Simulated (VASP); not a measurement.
# TaN (P-6m2) in VASP: notebook

The runs below take TaN through single point, with RPBE.

Program: VASP 6.6.1. These are calculated values, not measurements. Logs are shortened: lines on timing, memory, paths and dates and some standing lists are left out, and cuts for length are marked.

**1. The cell of the first run**

It takes space group P-6m2 (No. 187, hexagonal). The conventional cell has a = 2.837 Å, b = 2.837 Å, c = 2.784 Å, α = 90.00°, β = 90.00°, γ = 120.00°. Ta (site symmetry -6m2) has 6 N at 2.15 Å and 2 Ta at 2.78 Å within 2.8 Å. N (site symmetry -6m2) has 6 Ta at 2.15 Å and 2 N at 2.78 Å within 2.8 Å.

**2. Single point, RPBE**

INCAR reads:

```
SYSTEM = TaN
PREC = Accurate
ENCUT = 520
EDIFF = 1E-7
ISMEAR = -1
SIGMA = 0.15
LREAL = .FALSE.
LASPH = .TRUE.
NELM = 100
ALGO = Normal
ISIF = 2
LWAVE = .FALSE.
LCHARG = .TRUE.
GGA = RP
LELF = .TRUE.
LVHAR = .TRUE.
NBANDS = 15
```

KPOINTS reads:

```
Automatic mesh
0
G
  9 9 8
  0 0 0
```

POSCAR reads:

```
TaN
1.0
    2.8366078120      0.0000000000      0.0000000000
   -1.4183039060      2.4565911902      0.0000000000
    0.0000000000      0.0000000000      2.7835058958
Ta N
1 1
Direct
    0.3333333333      0.6666666667      0.5000000000
    0.0000000000      0.0000000000      0.0000000000
```

Potentials or basis: VASP PAW PBE potentials, release 64 (Ta_pv, N).

Launch:

```bash
$ cat potpaw_PBE.64/Ta_pv/POTCAR potpaw_PBE.64/N/POTCAR > POTCAR
$ mpirun -np 1 vasp_std > vasp.out
```

OUTCAR:

```text
SYSTEM = TaN
   PREC = Accurate
   ENCUT = 520
   EDIFF = 1E-7
   ISMEAR = -1
   LREAL = .FALSE.
   LASPH = .TRUE.
   NELM = 100
   ISIF = 2
   GGA = RP

 ion  position               nearest neighbor table
   1  0.333  0.667  0.500-   2 2.15   2 2.15   2 2.15   2 2.15   2 2.15   2 2.15
   2  0.000  0.000  0.000-   1 2.15   1 2.15   1 2.15   1 2.15   1 2.15   1 2.15

  LATTYP: Found a hexagonal cell.
 ALAT       =     2.8366078120
 C/A-ratio  =     0.9812797821

  Lattice vectors:

 A1 = (   2.8366078120,   0.0000000000,   0.0000000000)
 A2 = (  -1.4183039060,   2.4565911902,   0.0000000000)
 A3 = (   0.0000000000,   0.0000000000,   2.7835058958)

Analysis of symmetry for initial positions (statically):
=====================================================================
 Subroutine PRICEL returns:
 Original cell was already a primitive cell.

 Routine SETGRP: Setting up the symmetry group for a
 hexagonal supercell.

 Subroutine GETGRP returns: Found 12 space group operations
 (whereof 12 operations were pure point group operations)
 out of a pool of 24 trial point group operations.

The static configuration has the point symmetry D_3h.

Analysis of symmetry for dynamics (positions and initial velocities):
=====================================================================
 Subroutine PRICEL returns:
 Original cell was already a primitive cell.

 Routine SETGRP: Setting up the symmetry group for a
 hexagonal supercell.

 Subroutine GETGRP returns: Found 12 space group operations
 (whereof 12 operations were pure point group operations)
 out of a pool of 24 trial point group operations.

The dynamic configuration has the point symmetry D_3h.

 Subroutine INISYM returns: Found 12 space group operations
 (whereof 12 operations are pure point group operations),
 and found     1 'primitive' translations

----------------------------------------------------------------------------------------

                                     Primitive cell

  volume of cell :      19.3965

  direct lattice vectors                    reciprocal lattice vectors
     2.836607812  0.000000000  0.000000000     0.352533754  0.203534069  0.000000000
    -1.418303906  2.456591190  0.000000000     0.000000000  0.407068137  0.000000000
     0.000000000  0.000000000  2.783505896     0.000000000  0.000000000  0.359259164

  length of vectors
     2.836607812  2.836622330  2.783505896     0.407070221  0.407068137  0.359259164

  position of ions in fractional coordinates (direct lattice)
     0.333333333  0.666666667  0.500000000
     0.000000000  0.000000000  0.000000000

  ion indices of the primitive-cell ions
   primitive index   ion index
                 1           1
                 2           2

----------------------------------------------------------------------------------------

 KPOINTS: Automatic mesh

Automatic generation of k-mesh.
 Grid dimensions read from file:
 generate k-points for:    9    9    8

 Generating k-lattice:

  Cartesian coordinates                     Fractional coordinates (reciprocal lattice)
     0.039170417  0.022614897  0.000000000     0.111111111  0.000000000  0.000000000
     0.000000000  0.045229793  0.000000000     0.000000000  0.111111111  0.000000000
     0.000000000  0.000000000  0.044907395     0.000000000  0.000000000  0.125000000

  Length of vectors
     0.045230025  0.045229793  0.044907395

  Shift w.r.t. Gamma in fractional coordinates (k-lattice)
     0.000000000  0.000000000  0.000000000

 Subroutine IBZKPT returns following result:
 ===========================================

 Found     60 irreducible k-points:

 Following reciprocal coordinates:
            Coordinates               Weight
  0.000000  0.000000  0.000000      1.000000
  0.111111 -0.000000  0.000000      6.000000
  0.222222 -0.000000  0.000000      6.000000
  0.333333 -0.000000  0.000000      6.000000
  0.444444 -0.000000  0.000000      6.000000
  0.111111  0.111111  0.000000      6.000000
[... 16 lines left out ...]
  0.333333  0.222222  0.125000     24.000000
  0.333333  0.333333  0.125000      4.000000
 [... further k-points ...]
   k-points           NKPTS =     60   k-points in BZ     NKDIM =     60   number of bands    NBANDS=     15
   number of dos      NEDOS =    301   number of ions     NIONS =      2
   total plane-waves  NPLWV =  13824
   dimension x,y,z NGX =    24 NGY =   24 NGZ =   24
   dimension x,y,z NGXF=    48 NGYF=   48 NGZF=   48
   ions per type =               1   1
   NGX,Y,Z   is equivalent  to a cutoff of  14.07, 14.07, 14.33 a.u.
   NGXF,Y,Z  is equivalent  to a cutoff of  28.13, 28.13, 28.67 a.u.
 SYSTEM =  TaN
   PREC   = accura    normal or accurate (medium, high low for compatibility)
   ISTART =      0    job   : 0-new  1-cont  2-samecut
   ICHARG =      2    charge: 1-file 2-atom 10-const
   ISPIN  =      1    spin polarized calculation?
   LNONCOLLINEAR =      F non collinear calculations
   LSORBIT =      F    spin-orbit coupling
   LASPH  =      T    aspherical Exc in radial PAW
   ENCUT  =  520.0 eV  38.22 Ry    6.18 a.u.   5.27  5.27  5.18*2*pi/ulx,y,z
   NELM   =    100;   NELMIN=  2; NELMDL= -5     # of ELM steps
   EDIFF  = 0.1E-06   stopping-criterion for ELM
   LREAL  =      F    real-space projection
   EDIFFG = 0.1E-05   stopping-criterion for IOM
   NSW    =      0    number of steps for IOM
   IBRION =     -1    ionic relax: 0-MD 1-quasi-New 2-CG
   NFREE  =      0    steps in history (QN), initial steepest desc. (CG)
   ISIF   =      2    stress and relaxation
   ISYM   =      2    0-nonsym 1-usesym 2-fastsym
   POTIM  = 0.5000    time-step for ionic-motion
   TEBEG  =    0.0;   TEEND  =   0.0 temperature during run
   PSTRESS=    0.0 pullay stress
   NELECT =      16.0000    total number of electrons
   NUPDOWN=      -1.0000    fix difference up-down
   EMIN   =  10.00;   EMAX   =-10.00  energy-range for DOS
   EFERMI =   0.00;   METHOD = LEGACY
   ISMEAR =    -1;   SIGMA  =   0.15  broadening in eV -4-tet -1-fermi 0-gaus
   EFERMI_NEDOS =   21; number of points for ismear=-14 and -15
   IALGO  =     38    algorithm
   IMIX   =      4    mixing-type and parameters
     AMIX     =   0.40;   BMIX     =  1.00
     AMIX_MAG =   1.60;   BMIX_MAG =  1.00
  volume/ion in A,a.u.               =       9.70        65.45
  Fermi-wavevector in a.u.,A,eV,Ry     =   1.535348  2.901386 32.072908  2.357292
  Thomas-Fermi vector in A             =   2.642149
   LORBIT       =      0    0 simple, 1 ext, 2 COOP (PROOUT), +10 PAW based schemes
   GGA     = RP    functional components
   LHFCALC =     F    Hartree Fock is set to
   AEXX    =    0.0000 exact exchange contribution
   IVDW    =     0    specifies the selected vdW correction
   LEPSILON=     F    determine dielectric tensor
   LRPA    =     F    only Hartree local field effects (RPA)
 non-spin polarized calculation
  energy-cutoff  :      520.00
  volume of cell :       19.40
 maximum number of plane-waves:       539
 NGX is ok and might be reduce to    24
   NGX = 11   NGY = 11   NGZ = 11

 number of electron      15.9999998 magnetization

 Free energy of the ion-electron system (eV)
  ---------------------------------------------------
  ext. energy  EPLUGINS =         0.00000000
  ---------------------------------------------------
  free energy    TOTEN  =       -20.96396323 eV

  energy without entropy =      -20.95451237  energy(sigma->0) =      -20.95923780

 E-fermi :   9.6018     XC(G=0): -13.8743

 val. band max:        9.5566397582   @ k =   0.0000   0.0000   0.3750
 cond. band min:       9.6275615311   @ k =   0.3333   0.3333   0.0000
 fundamental gap:      0.0709217728
 Fermi energy:         9.6017708184

 k-point     1 :       0.0000    0.0000    0.0000
  band No.  band energies     occupation
      1     -25.0723      2.00000
      2     -24.7478      2.00000
      3     -24.7477      2.00000
      4      -9.1654      2.00000
      5       4.4430      2.00000
      6       4.4431      2.00000
      7       4.7724      2.00000
      8       6.4554      2.00000
      9      12.4901      0.00000
     10      13.6104      0.00000
     11      13.6105      0.00000
     12      14.1606      0.00000
     13      14.1606      0.00000
     14      23.2732      0.00000
     15      23.5562      0.00000

 k-point     2 :       0.1111   -0.0000    0.0000
  band No.  band energies     occupation
      1     -25.0477      2.00000
      2     -24.9404      2.00000
      3     -24.7875      2.00000
      4      -8.8596      2.00000
      5       3.6996      2.00000
      6       4.6716      2.00000
      7       5.1723      2.00000
      8       6.0376      2.00000
      9      13.0003      0.00000
     10      13.4880      0.00000
     11      13.6554      0.00000
     12      14.0049      0.00000
     13      14.5208      0.00000
     14      23.2690      0.00000
     15      23.4897      0.00000

 k-point     3 :       0.2222   -0.0000    0.0000
  band No.  band energies     occupation
      1     -25.4021      2.00000
      2     -24.9849      2.00000
      3     -24.8867      2.00000
      4      -8.0854      2.00000
      5       2.3848      2.00000
      6       5.1446      2.00000
      7       5.2225      2.00000
      8       5.9044      2.00000
      9      12.0679      0.00000
     10      13.6334      0.00000
     11      13.9370      0.00000
     12      15.1217      0.00000
     13      15.4358      0.00000
     14      23.2928      0.00000
     15      23.5215      0.00000

 k-point     4 :       0.3333   -0.0000    0.0000
  band No.  band energies     occupation
      1     -25.8890      2.00000
      2     -24.9972      2.00000
      3     -24.9126      2.00000
      4      -7.1835      2.00000
      5       1.2842      2.00000
      6       4.3061      2.00000
      7       5.7768      2.00000
      8       6.0569      2.00000
      9      12.4246      0.00000
     10      13.2445      0.00000
     11      14.6533      0.00000
     12      15.3849      0.00000
     13      16.9499      0.00000
     14      23.3132      0.00000
     15      24.1347      0.00000
[... 307 lines left out ...]
 k-point    22 :       0.2222    0.2222    0.1250
  band No.  band energies     occupation
      1     -25.8774      2.00000
      2     -25.2308      2.00000
      3     -25.0618      2.00000
      4      -6.6940      2.00000
      5       1.5887      2.00000
      6       3.2904      2.00000
      7       4.7134      2.00000
      8       7.7731      1.99999
      9      10.7595      0.00089
     10      13.1677      0.00000
     11      15.0447      0.00000
     12      16.6011      0.00000
     13      19.4765      0.00000
     14      23.3080      0.00000
     15      23.6979      0.00000

 k-point    23 :       0.3333    0.2222    0.1250
  band No.  band energies     occupation
      1     -25.9811      2.00000
      2     -25.4202      2.00000
      3     -25.0201      2.00000
      4      -6.2798      2.00000
      5       1.4313      2.00000
      6       3.2302      2.00000
      7       3.9911      2.00000
      8       8.2581      1.99974
      9      11.4893      0.00001
     10      12.7949      0.00000
     11      14.2023      0.00000
     12      17.1650      0.00000
     13      21.9787      0.00000
     14      23.2602      0.00000
     15      23.4198      0.00000

 k-point    24 :       0.3333    0.3333    0.1250
  band No.  band energies     occupation
      1     -25.8355      2.00000
      2     -25.6765      2.00000
      3     -25.0056      2.00000
      4      -6.1190      2.00000
      5       1.9256      2.00000
      6       2.8190      2.00000
      7       3.4958      2.00000
      8       9.0338      1.95566
      9      11.6582      0.00000
     10      12.2679      0.00000
     11      13.1304      0.00000
     12      17.7448      0.00000
     13      22.9117      0.00000
     14      23.3522      0.00000
     15      24.9046      0.00000

 [... further k-points ...]

------------------------ aborting loop because EDIFF is reached ----------------------------------------

  FORCE on cell =-STRESS in cart. coord.  units (eV):
  Direction    XX          YY          ZZ          XY          YZ          ZX
  --------------------------------------------------------------------------------------
  -------------------------------------------------------------------------------------
  Total        6.7708083      6.7709008      7.7144499     -0.0000000     -0.0000000      0.0000000
  in kB      559.2767593    559.2843926    637.2226617     -0.0000000     -0.0000000      0.0000000
  external PRESSURE =     585.2612712 kB  Pullay stress =       0.0000000 kB

 VOLUME and BASIS-vectors are now :
 -----------------------------------------------------------------------------
  energy-cutoff  :      520.00
  volume of cell :       19.40
      direct lattice vectors                 reciprocal lattice vectors
     2.836607812  0.000000000  0.000000000     0.352533754  0.203534069  0.000000000
    -1.418303906  2.456591190  0.000000000     0.000000000  0.407068137  0.000000000
     0.000000000  0.000000000  2.783505896     0.000000000  0.000000000  0.359259164

 POSITION                                       TOTAL-FORCE (eV/Angst)
 -----------------------------------------------------------------------------------
     -0.00000      1.63773      1.39175        -0.000000      0.000000      0.000000
      0.00000      0.00000      0.00000         0.000000      0.000000      0.000000
 -----------------------------------------------------------------------------------
    total drift:                                0.000000      0.000256     -0.000000

  FREE ENERGIE OF THE ION-ELECTRON SYSTEM (eV)
  ---------------------------------------------------
  free  energy   TOTEN  =       -20.9639632298 eV

  energy  without entropy=      -20.9545123662  energy(sigma->0) =      -20.95923780
```

Run time: 27 s. Hardware: 1 thread of AMD EPYC 7R43 (Zen 3), shared host; peak memory 0.12 GiB.

Results:

| Item | Value |
| --- | --- |
| Free energy | -20.9640 eV |
| Pressure | 58.5 GPa |
| Band gap on the k mesh | zero (band 8 reaches 9.63 eV, above the bottom of band 9 at 9.38 eV) |

Caveat: the PAW data sets were made with another functional, which shifts forces and pressure a little; spin-orbit coupling is left out, which moves the levels of the heavy elements.

(Continued in part 2 of 3.)
